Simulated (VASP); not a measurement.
# TiC (rocksalt type) (Fm-3m) in VASP: further runs, part 2 of 2

VASP 6.6.1. The steps go on from the part before.

## 4. Single point, LDA (volume scaled by 0.55, partial waves polarizable)

Contents of INCAR:

```
SYSTEM = TiC
ALGO     = Normal         ! electronic algorithm
EDIFF    = 1E-6           ! SCF threshold, eV
ENCUT    = 520            ! plane-wave cutoff, eV
ISIF     = 2              ! what is computed and relaxed
ISMEAR   = -1             ! smearing method
LASPH    = .True.         ! aspherical terms in the spheres
LCHARG   = .False.        ! write CHGCAR
LREAL    = .False.        ! projectors in reciprocal space
LWAVE    = .False.        ! write WAVECAR
NBANDS   = 15             ! bands
NELM     = 60             ! most SCF steps
PREC     = Accurate       ! precision mode
SIGMA    = 0.08           ! smearing width, eV
```

Contents of KPOINTS:

```
k-points
0
Gamma
  17 17 17
  0 0 0
```

Contents of POSCAR:

```
TiC
1.0
    0.0000000000      1.7455225353      1.7455225353
    1.7455225353      0.0000000000      1.7455225353
    1.7455225353      1.7455225353      0.0000000000
Ti C
1 1
Direct
    0.0000000000      0.0000000000      0.0000000000
    0.5000000000      0.5000000000      0.5000000000
```

Potentials or basis: VASP PAW LDA potentials, release 64 (Ti_sv, C).

On the command line:

```console
$ cat potpaw_LDA.64/Ti_sv/POTCAR potpaw_LDA.64/C/POTCAR > POTCAR
$ mpirun -np 1 vasp_std > vasp.out
```

OUTCAR:

```text
SYSTEM = TiC
   EDIFF = 1E-6
   ENCUT = 520
   ISIF = 2
   ISMEAR = -1
   LASPH = .True.
   LREAL = .False.
   NELM = 60
   PREC = Accurate

 ion  position               nearest neighbor table
   1  0.000  0.000  0.000-   2 1.75   2 1.75   2 1.75   2 1.75   2 1.75   2 1.75
   2  0.500  0.500  0.500-   1 1.75   1 1.75   1 1.75   1 1.75   1 1.75   1 1.75

  LATTYP: Found a face centered cubic cell.
 ALAT       =     3.4910450706

  Lattice vectors:

 A1 = (   0.0000000000,   1.7455225353,   1.7455225353)
 A2 = (   1.7455225353,   0.0000000000,   1.7455225353)
 A3 = (   1.7455225353,   1.7455225353,   0.0000000000)

Analysis of symmetry for initial positions (statically):
=====================================================================
 Subroutine PRICEL returns:
 Original cell was already a primitive cell.

 Routine SETGRP: Setting up the symmetry group for a
 face centered cubic supercell.

 Subroutine GETGRP returns: Found 48 space group operations
 (whereof 48 operations were pure point group operations)
 out of a pool of 48 trial point group operations.

The static configuration has the point symmetry O_h .

Analysis of symmetry for dynamics (positions and initial velocities):
=====================================================================
 Subroutine PRICEL returns:
 Original cell was already a primitive cell.

 Routine SETGRP: Setting up the symmetry group for a
 face centered cubic supercell.

 Subroutine GETGRP returns: Found 48 space group operations
 (whereof 48 operations were pure point group operations)
 out of a pool of 48 trial point group operations.

The dynamic configuration has the point symmetry O_h .

 Subroutine INISYM returns: Found 48 space group operations
 (whereof 48 operations are pure point group operations),
 and found     1 'primitive' translations

----------------------------------------------------------------------------------------

                                     Primitive cell

  volume of cell :      10.6367

  direct lattice vectors                    reciprocal lattice vectors
[... 112 lines left out ...]
   GGA     = CA    functional components
   LHFCALC =     F    Hartree Fock is set to
   AEXX    =    0.0000 exact exchange contribution
   IVDW    =     0    specifies the selected vdW correction
   LEPSILON=     F    determine dielectric tensor
   LRPA    =     F    only Hartree local field effects (RPA)
 non-spin polarized calculation
  energy-cutoff  :      520.00
  volume of cell :       10.64
 maximum number of plane-waves:       298
   NGX =  9   NGY =  9   NGZ =  9

 number of electron      16.0000000 magnetization

 Free energy of the ion-electron system (eV)
  ---------------------------------------------------
  ext. energy  EPLUGINS =         0.00000000
  ---------------------------------------------------
  free energy    TOTEN  =       -11.64649543 eV

  energy without entropy =      -11.64222446  energy(sigma->0) =      -11.64435994

 E-fermi :  19.0763     XC(G=0): -16.6262

 val. band max:       19.0611757183   @ k =   0.2941   0.2353   0.0588
 cond. band min:      19.1144372975   @ k =   0.2353   0.1765   0.0588
 fundamental gap:      0.0532615792
 Fermi energy:        19.0763451844

 k-point     1 :       0.0000    0.0000    0.0000
  band No.  band energies     occupation
      1     -36.2255      2.00000
      2     -10.9813      2.00000
      3     -10.9813      2.00000
      4     -10.9813      2.00000
      5       4.8358      2.00000
      6      19.1790      0.43384
      7      19.1790      0.43384
      8      19.1790      0.43384
      9      21.5719      0.00000
     10      21.5719      0.00000
     11      21.5719      0.00000
     12      21.9760      0.00000
     13      21.9760      0.00000
     14      35.4193      0.00000
[... 401 lines left out ...]
      2     -11.8543      2.00000
      3     -11.1699      2.00000
      4     -10.9816      2.00000
      5       6.0224      2.00000
      6      16.9731      2.00000
      7      17.0933      2.00000
      8      17.4071      2.00000
      9      19.8128      0.00020
     10      21.1994      0.00000
     11      23.1152      0.00000
     12      25.5910      0.00000
     13      27.4890      0.00000
     14      37.3006      0.00000
     15      41.9551      0.00000

 [... further k-points ...]
[... 5 lines left out ...]
  --------------------------------------------------------------------------------------
  -------------------------------------------------------------------------------------
  Total       34.7095013     34.7095013     34.7095013      0.0000000      0.0000000      0.0000000
  in kB     5228.2046645   5228.2046645   5228.2046645      0.0000000      0.0000000      0.0000000
  external PRESSURE =    5228.2046645 kB  Pullay stress =       0.0000000 kB

 VOLUME and BASIS-vectors are now :
 -----------------------------------------------------------------------------
  energy-cutoff  :      520.00
  volume of cell :       10.64
      direct lattice vectors                 reciprocal lattice vectors
     0.000000000  1.745522535  1.745522535    -0.286447175  0.286447175  0.286447175
     1.745522535  0.000000000  1.745522535     0.286447175 -0.286447175  0.286447175
     1.745522535  1.745522535  0.000000000     0.286447175  0.286447175 -0.286447175

 POSITION                                       TOTAL-FORCE (eV/Angst)
 -----------------------------------------------------------------------------------
      0.00000      0.00000      0.00000        -0.000000     -0.000000     -0.000000
      1.74552      1.74552      1.74552         0.000000      0.000000      0.000000
 -----------------------------------------------------------------------------------
    total drift:                               -0.000000      0.000000      0.000000

  FREE ENERGIE OF THE ION-ELECTRON SYSTEM (eV)
  ---------------------------------------------------
  free  energy   TOTEN  =       -11.6464954319 eV

  energy  without entropy=      -11.6422244572  energy(sigma->0) =      -11.64435994
```

Run time: 22 s. Hardware: 1 thread of Intel Xeon 6975P-C, shared host; peak memory 0.13 GiB.

Results:

- Free energy: -11.6465 eV
- Pressure: 522.8 GPa
- Band gap on the k mesh: zero (band 8 reaches 20.53 eV, above the bottom of band 9 at 18.38 eV)

## 5. Single point, LDA (volume scaled by 0.64)

Contents of INCAR:

```
  PREC = Accurate
  ENCUT = 520
  EDIFF = 1E-7
  ISMEAR = -1
  SIGMA = 0.08
  LREAL = False
  LASPH = True
  NELM = 100
  ALGO = Normal
  ISIF = 2
  LWAVE = False
  LCHARG = False
  GGA = CA
  NBANDS = 15
```

Contents of KPOINTS:

```
regular mesh
0
Gamma
  17 17 17
```

Contents of POSCAR:

```
TiC
1.0
    0.0000000000      1.8359656644      1.8359656644
    1.8359656644      0.0000000000      1.8359656644
    1.8359656644      1.8359656644      0.0000000000
Ti C
1 1
Direct
    0.0000000000      0.0000000000      0.0000000000
    0.5000000000      0.5000000000      0.5000000000
```

On the command line:

```console
$ cat potpaw_LDA.64/Ti_sv/POTCAR potpaw_LDA.64/C/POTCAR > POTCAR
$ mpirun -np 1 vasp_std > vasp.out
```

Run time: 33 s. Hardware: 1 thread of Intel Xeon 6975P-C, shared host; peak memory 0.15 GiB.

It converged, with:

```
Free energy            : -15.9959 eV
Pressure               : 297.6 GPa
Band gap on the k mesh : zero (band 8 reaches 17.23 eV, above the bottom of band 9 at 15.80 eV)
```

Levels at points of the mesh, in eV from the Fermi level:
```
           k point  band 5  band 6  band 7  band 8  band 9  band 10  band 11  band 12
(0.00, 0.00, 0.00)  -14.05    0.39    0.39    0.39    2.30     2.30     2.30     2.67
```
